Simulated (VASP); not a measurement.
# Al (I4/mmm) in VASP: further runs

Al is run at these levels: PBEsol+D3(BJ); tasks: single point.

All numbers are computed with VASP 6.6.1; they aren't measurements. Logs are shortened: lines on timing, memory, paths and dates and some standing lists are left out, and cuts for length are marked.

## Step 1: The cell of the first run

The structure is tetragonal, space group I4/mmm (No. 139). Conventional cell: a = 2.776 Å, b = 2.776 Å, c = 3.987 Å, α = 90.00°, β = 90.00°, γ = 90.00°. Al (site symmetry 4/mmm) has 12 Al at 2.78 to 2.80 Å within 3.7 Å.

## Step 2: Single point, PBEsol+D3(BJ) (strain -0.030 along x and y, -0.015 along z)

File INCAR:

```
PREC = Accurate ; ENCUT = 520
EDIFF = 1E-7 ; ISMEAR = 0
SIGMA = 0.15 ; LREAL = F
LASPH = T ; NELM = 100
ALGO = Fast ; ISIF = 2
LWAVE = F ; LCHARG = F
GGA = PS ; IVDW = 12
NBANDS = 8
```

File KPOINTS:

```
Automatic mesh
0
Gamma
  20 20 20
```

File POSCAR:

```
Al
1.0
    0.0000000000      1.9632606000      1.9936203000
    1.9632606000      0.0000000000      1.9936203000
    1.9632606000      1.9632606000      0.0000000000
Al
1
Direct
    0.0000000000      0.0000000000      0.0000000000
```

Potentials or basis: VASP PAW PBE potentials, release 64 (Al).

Command:

```
$ cat potpaw_PBE.64/Al/POTCAR > POTCAR
$ mpirun -np 1 vasp_std > vasp.out
```

OUTCAR:

```text
PREC = Accurate
   ENCUT = 520
   EDIFF = 1E-7
   ISMEAR = 0
   LREAL = F
   LASPH = T
   NELM = 100
   ISIF = 2
   GGA = PS
   IVDW = 12
 IVDW          = 12

 ion  position               nearest neighbor table
   1  0.000  0.000  0.000-

  LATTYP: Found a body centered tetragonal cell.
 ALAT       =     2.7764697670
 C/A-ratio  =     1.4360828443

  Lattice vectors:

 A1 = (  -1.9632606000,   0.0000000000,   1.9936203000)
 A2 = (   1.9632606000,   0.0000000000,   1.9936203000)
 A3 = (   0.0000000000,   1.9632606000,  -1.9936203000)

Analysis of symmetry for initial positions (statically):
=====================================================================
 Subroutine PRICEL returns:
 Original cell was already a primitive cell.

 Routine SETGRP: Setting up the symmetry group for a
 body centered tetragonal supercell.

 Subroutine GETGRP returns: Found 16 space group operations
 (whereof 16 operations were pure point group operations)
 out of a pool of 16 trial point group operations.

The static configuration has the point symmetry D_4h.

Analysis of symmetry for dynamics (positions and initial velocities):
=====================================================================
 Subroutine PRICEL returns:
 Original cell was already a primitive cell.

 Routine SETGRP: Setting up the symmetry group for a
 body centered tetragonal supercell.

 Subroutine GETGRP returns: Found 16 space group operations
 (whereof 16 operations were pure point group operations)
 out of a pool of 16 trial point group operations.

The dynamic configuration has the point symmetry D_4h.

 Subroutine INISYM returns: Found 16 space group operations
 (whereof 16 operations are pure point group operations),
 and found     1 'primitive' translations

----------------------------------------------------------------------------------------

                                     Primitive cell

  volume of cell :      15.3684

  direct lattice vectors                    reciprocal lattice vectors
     0.000000000  1.963260600  1.993620300    -0.254678365  0.254678365  0.250800014
     1.963260600  0.000000000  1.993620300     0.254678365 -0.254678365  0.250800014
     1.963260600  1.963260600  0.000000000     0.254678365  0.254678365 -0.250800014

  length of vectors
     2.798019672  2.798019672  2.776469767     0.438888125  0.438888125  0.438888125

  position of ions in fractional coordinates (direct lattice)
     0.000000000  0.000000000  0.000000000

  ion indices of the primitive-cell ions
   primitive index   ion index
                 1           1

----------------------------------------------------------------------------------------

 KPOINTS: Automatic mesh

Automatic generation of k-mesh.
 Grid dimensions read from file:
 generate k-points for:   20   20   20

 Generating k-lattice:

  Cartesian coordinates                     Fractional coordinates (reciprocal lattice)
    -0.012733918  0.012733918  0.012540001     0.050000000  0.000000000  0.000000000
     0.012733918 -0.012733918  0.012540001     0.000000000  0.050000000  0.000000000
     0.012733918  0.012733918 -0.012540001     0.000000000  0.000000000  0.050000000

  Length of vectors
     0.021944406  0.021944406  0.021944406

  Shift w.r.t. Gamma in fractional coordinates (k-lattice)
     0.000000000  0.000000000  0.000000000

 Subroutine IBZKPT returns following result:
 ===========================================

 Found    641 irreducible k-points:

 Following reciprocal coordinates:
            Coordinates               Weight
  0.000000  0.000000  0.000000      1.000000
  0.050000 -0.000000  0.000000      8.000000
  0.100000  0.000000  0.000000      8.000000
  0.150000  0.000000  0.000000      8.000000
  0.200000  0.000000  0.000000      8.000000
  0.250000  0.000000  0.000000      8.000000
[... 16 lines left out ...]
 -0.400000  0.050000  0.000000      8.000000
 -0.350000  0.050000  0.000000      8.000000
 [... further k-points ...]
   k-points           NKPTS =    641   k-points in BZ     NKDIM =    641   number of bands    NBANDS=      8
   number of dos      NEDOS =    301   number of ions     NIONS =      1
   total plane-waves  NPLWV =  13824
   dimension x,y,z NGX =    24 NGY =   24 NGZ =   24
   dimension x,y,z NGXF=    48 NGYF=   48 NGZF=   48
   ions per type =               1
   NGX,Y,Z   is equivalent  to a cutoff of  14.26, 14.26, 14.37 a.u.
   NGXF,Y,Z  is equivalent  to a cutoff of  28.52, 28.52, 28.74 a.u.
 SYSTEM =  unknown system
   PREC   = accura    normal or accurate (medium, high low for compatibility)
   ISTART =      0    job   : 0-new  1-cont  2-samecut
   ICHARG =      2    charge: 1-file 2-atom 10-const
   ISPIN  =      1    spin polarized calculation?
   LNONCOLLINEAR =      F non collinear calculations
   LSORBIT =      F    spin-orbit coupling
   LASPH  =      T    aspherical Exc in radial PAW
   ENCUT  =  520.0 eV  38.22 Ry    6.18 a.u.   5.20  5.20  5.16*2*pi/ulx,y,z
   NELM   =    100;   NELMIN=  2; NELMDL= -5     # of ELM steps
   EDIFF  = 0.1E-06   stopping-criterion for ELM
   LREAL  =      F    real-space projection
   EDIFFG = 0.1E-05   stopping-criterion for IOM
   NSW    =      0    number of steps for IOM
   IBRION =     -1    ionic relax: 0-MD 1-quasi-New 2-CG
   NFREE  =      0    steps in history (QN), initial steepest desc. (CG)
   ISIF   =      2    stress and relaxation
   ISYM   =      2    0-nonsym 1-usesym 2-fastsym
   POTIM  = 0.5000    time-step for ionic-motion
   TEBEG  =    0.0;   TEEND  =   0.0 temperature during run
   PSTRESS=    0.0 pullay stress
   NELECT =       3.0000    total number of electrons
   NUPDOWN=      -1.0000    fix difference up-down
   EMIN   =  10.00;   EMAX   =-10.00  energy-range for DOS
   EFERMI =   0.00;   METHOD = LEGACY
   ISMEAR =     0;   SIGMA  =   0.15  broadening in eV -4-tet -1-fermi 0-gaus
   EFERMI_NEDOS =   21; number of points for ismear=-14 and -15
   IALGO  =     68    algorithm
   IMIX   =      4    mixing-type and parameters
     AMIX     =   0.40;   BMIX     =  1.00
     AMIX_MAG =   1.60;   BMIX_MAG =  1.00
  volume/ion in A,a.u.               =      15.37       103.71
  Fermi-wavevector in a.u.,A,eV,Ry     =   0.949669  1.794615 12.270714  0.901872
  Thomas-Fermi vector in A             =   2.077974
   LORBIT       =      0    0 simple, 1 ext, 2 COOP (PROOUT), +10 PAW based schemes
   GGA     = PS    functional components
   LHFCALC =     F    Hartree Fock is set to
   AEXX    =    0.0000 exact exchange contribution
   IVDW    =    12    specifies the selected vdW correction
   LEPSILON=     F    determine dielectric tensor
   LRPA    =     F    only Hartree local field effects (RPA)
 non-spin polarized calculation
 RMM-DIIS sequential band-by-band and
 Gauss-broadening in eV      SIGMA  =   0.15
  energy-cutoff  :      520.00
  volume of cell :       15.37
 maximum number of plane-waves:       428
 NGX is ok and might be reduce to    24
   NGX = 11   NGY = 11   NGZ = 11

 number of electron       3.0000000 magnetization

 Free energy of the ion-electron system (eV)
  ---------------------------------------------------
  ext. energy  EPLUGINS =         0.00000000
  ---------------------------------------------------
  free energy    TOTEN  =        -4.08214922 eV

  energy without entropy =       -4.07800588  energy(sigma->0) =       -4.08007755

 E-fermi :   8.7460     XC(G=0): -10.5188

 val. band max:        8.7415145154   @ k =  -0.3000   0.2000   0.5000
 cond. band min:       8.7588904783   @ k =  -0.4000   0.1000   0.4000
 fundamental gap:      0.0173759630
 Fermi energy:         8.7459574455

 k-point     1 :       0.0000    0.0000    0.0000
  band No.  band energies     occupation
      1      -2.9201      2.00000
      2      21.5900      0.00000
      3      21.7638      0.00000
      4      21.7638      0.00000
      5      23.7337      0.00000
      6      23.7337      0.00000
      7      23.7846      0.00000
      8      25.7241      0.00000

 k-point     2 :       0.0500   -0.0000    0.0000
  band No.  band energies     occupation
      1      -2.8489      2.00000
      2      20.4376      0.00000
      3      21.4377      0.00000
      4      21.5542      0.00000
      5      24.0580      0.00000
      6      24.0860      0.00000
      7      24.1933      0.00000
      8      26.5025      0.00000

 k-point     3 :       0.1000    0.0000    0.0000
  band No.  band energies     occupation
      1      -2.6354      2.00000
      2      18.4043      0.00000
      3      21.0103      0.00000
      4      21.1479      0.00000
      5      24.2360      0.00000
      6      24.7998      0.00000
      7      24.8371      0.00000
      8      27.1792      0.00000

 k-point     4 :       0.1500    0.0000    0.0000
  band No.  band energies     occupation
      1      -2.2804      2.00000
      2      16.3082      0.00000
      3      20.5905      0.00000
      4      20.7545      0.00000
      5      24.0733      0.00000
      6      25.4919      0.00000
      7      25.6465      0.00000
      8      26.4506      0.00000

 k-point     5 :       0.2000    0.0000    0.0000
  band No.  band energies     occupation
      1      -1.7851      2.00000
      2      14.2584      0.00000
      3      20.2466      0.00000
      4      20.4404      0.00000
      5      23.8825      0.00000
      6      24.8066      0.00000
      7      25.3704      0.00000
      8      27.1394      0.00000
[... 177 lines left out ...]
 k-point    22 :      -0.4500    0.0500    0.0000
  band No.  band energies     occupation
      1       3.2088      2.00000
      2       5.0273      2.00000
      3      18.6016      0.00000
      4      20.1328      0.00000
      5      21.4018      0.00000
      6      21.7674      0.00000
      7      24.9208      0.00000
      8      25.5692      0.00000

 k-point    23 :      -0.4000    0.0500    0.0000
  band No.  band energies     occupation
      1       2.0107      2.00000
      2       6.5100      2.00000
      3      18.3646      0.00000
      4      20.6744      0.00000
      5      21.4978      0.00000
      6      21.9480      0.00000
      7      24.6164      0.00000
      8      26.1083      0.00000

 k-point    24 :      -0.3500    0.0500    0.0000
  band No.  band energies     occupation
      1       0.9307      2.00000
      2       8.1207      2.00000
      3      18.2470      0.00000
      4      21.1808      0.00000
      5      21.4971      0.00000
      6      22.6087      0.00000
      7      24.4069      0.00000
      8      26.7759      0.00000

 [... further k-points ...]

------------------------ aborting loop because EDIFF is reached ----------------------------------------

 Edisp (eV)   -0.34122

 E8    (eV) :    -0.2298

  FORCE on cell =-STRESS in cart. coord.  units (eV):
  Direction    XX          YY          ZZ          XY          YZ          ZX
  --------------------------------------------------------------------------------------
  -------------------------------------------------------------------------------------
  Total       0.13827     0.13827     0.06427     0.00000     0.00000     0.00000
  in kB      14.41457    14.41457     6.70074     0.00000     0.00000     0.00000
  external pressure =       11.84 kB  Pullay stress =        0.00 kB

 VOLUME and BASIS-vectors are now :
 -----------------------------------------------------------------------------
  energy-cutoff  :      520.00
  volume of cell :       15.37
      direct lattice vectors                 reciprocal lattice vectors
     0.000000000  1.963260600  1.993620300    -0.254678365  0.254678365  0.250800014
     1.963260600  0.000000000  1.993620300     0.254678365 -0.254678365  0.250800014
     1.963260600  1.963260600  0.000000000     0.254678365  0.254678365 -0.250800014

 POSITION                                       TOTAL-FORCE (eV/Angst)
 -----------------------------------------------------------------------------------
      0.00000      0.00000      0.00000         0.000000      0.000000      0.000000
 -----------------------------------------------------------------------------------
    total drift:                               -0.000000      0.000000      0.000000

  FREE ENERGIE OF THE ION-ELECTRON SYSTEM (eV)
  ---------------------------------------------------
  free  energy   TOTEN  =        -4.4233657059 eV

  energy  without entropy=       -4.4192223618  energy(sigma->0) =       -4.42129403
```

It took 81 s on 1 thread of Intel Xeon 8259CL, shared host; peak memory 0.2 GiB.

Results:

```
Free energy                : -4.4234 eV
Pressure                   : 1.2 GPa
Band gap on the k mesh     : zero (an odd number of electrons rules out a gap without spin polarisation)
Dispersion energy per atom : -0.341 eV
```

Levels at points of the mesh, in eV from the Fermi level:
| k point | band 1 | band 2 | band 3 | band 4 | band 5 | band 6 |
| --- | --- | --- | --- | --- | --- | --- |
| (0.00, 0.00, 0.00) | -11.67 | 12.84 | 13.02 | 13.02 | 14.99 | 14.99 |
| (0.50, 0.00, 0.00) | -4.92 | -4.51 | 11.54 | 11.91 | 11.92 | 12.34 |
| (0.50, 0.50, 0.00) | -3.28 | -1.88 | 5.36 | 6.09 | 6.09 | 9.91 |
| (0.50, 0.00, 0.50) | -3.05 | -1.56 | 5.17 | 5.74 | 5.85 | 9.62 |

Caveat: the cell differs from its parent crystal (strain -0.030 along x and y, -0.015 along z); the PAW data sets were made with another functional, which shifts forces and pressure a little.

## Step 3: Single point, PBEsol+D3(BJ) (strain -0.030 along x and y, +0.000 along z)

File INCAR:

```
SYSTEM = Al
PREC = Accurate
ENCUT = 520
EDIFF = 1E-6
ISMEAR = 0
SIGMA = 0.15
LREAL = .FALSE.
LASPH = .TRUE.
NELM = 100
ALGO = Normal
ISIF = 2
LWAVE = .FALSE.
LCHARG = .TRUE.
GGA = PS
IVDW = 12
LELF = .TRUE.
LVHAR = .TRUE.
NBANDS = 8
```

File KPOINTS:

```
regular mesh
0
G
  20 20 20
  0 0 0
```

File POSCAR:

```
Al
1.0
    0.0000000000      1.9632606000      2.0239800000
    1.9632606000      0.0000000000      2.0239800000
    1.9632606000      1.9632606000      0.0000000000
Al
1
Direct
    0.0000000000      0.0000000000      0.0000000000
```

Potentials or basis: VASP PAW PBE potentials, release 64 (Al).

Command:

```
$ cat potpaw_PBE.64/Al/POTCAR > POTCAR
$ mpirun -np 1 vasp_std > vasp.out
```

It took 76 s on 1 thread of Intel Xeon 8259CL, shared host; peak memory 0.2 GiB.

It converged, with:

| Property | Result |
| --- | --- |
| Free energy | -4.4228 eV |
| Pressure | -0.2 GPa |
| Band gap on the k mesh | zero (an odd number of electrons rules out a gap without spin polarisation) |
| Dispersion energy per atom | -0.336 eV |

Stress tensor (GPa, compression positive):
```
 0.50  0.00  0.00
 0.00  0.50  0.00
 0.00  0.00 -1.49
```

Levels at points of the mesh, in eV from the Fermi level:
| k point | band 1 | band 2 | band 3 | band 4 |
| --- | --- | --- | --- | --- |
| (0.00, 0.00, 0.00) | -11.55 | 12.66 | 13.01 | 13.01 |
| (0.50, 0.00, 0.00) | -4.85 | -4.48 | 11.29 | 11.52 |
| (0.50, 0.50, 0.00) | -3.38 | -2.07 | 5.48 | 6.22 |
| (0.50, 0.00, 0.50) | -2.93 | -1.44 | 5.13 | 5.54 |

Caveat: the cell differs from its parent crystal (strain -0.030 along x and y, +0.000 along z); the PAW data sets were made with another functional, which shifts forces and pressure a little.
